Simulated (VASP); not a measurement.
Runs of VASP 6.6.1 on Pd. The structure is that of space group P6/mmm (No. 191), or close to it. The cells are those of the table. This isn't the form of Pd at room conditions, which is fcc.

```csv
cell,k mesh,gap on the mesh (eV),pressure (GPa)
"a = 4.484, b = 4.484, c = 2.668 Å, angles 90.0, 90.0, 120.0°, 3 atoms",9 × 9 × 13,none,-7.0
"a = 4.304, b = 4.304, c = 2.562 Å, angles 90.0, 90.0, 120.0°, 3 atoms",9 × 9 × 13,none,19.8
"a = 4.426, b = 4.426, c = 2.634 Å, angles 90.0, 90.0, 120.0°, 3 atoms",11 × 11 × 16,none,-0.3
"a = 4.541, b = 4.541, c = 2.702 Å, angles 90.0, 90.0, 120.0°, 3 atoms",9 × 9 × 13,none,-12.2
"a = 4.596, b = 4.596, c = 2.735 Å, angles 90.0, 90.0, 120.0°, 3 atoms",9 × 9 × 13,none,(b)
"a = 4.241, b = 4.241, c = 2.524 Å, angles 90.0, 90.0, 120.0°, 3 atoms",9 × 9 × 13,none,34.3
"a = 4.426, b = 4.426, c = 2.634 Å, angles 90.0, 90.0, 120.0°, 3 atoms",9 × 9 × 13,none,-0.3
"a = 4.366, b = 4.366, c = 2.598 Å, angles 90.0, 90.0, 120.0°, 3 atoms",9 × 9 × 13,none,(a)
```

Alike in all rows: task single point; level PBEsol; potentials or basis VASP PAW PBE potentials, release 64 (Pd); no spin polarisation; cutoff (eV) 520; smearing fermi-dirac 0.1 eV.

Problem. Estimate the missing entries.

Solution. (a) 8.5; (b) -16.1.

Caveats: the PAW data sets were made with another functional, which shifts forces and pressure a little; the cell stands under tension (at least some runs); the cell stands under pressure (at least some runs).

A k mesh can miss the band edges, and the runs leave out spin-orbit coupling on Pd.

A gap of «none» marks levels without a gap at the run's occupations.
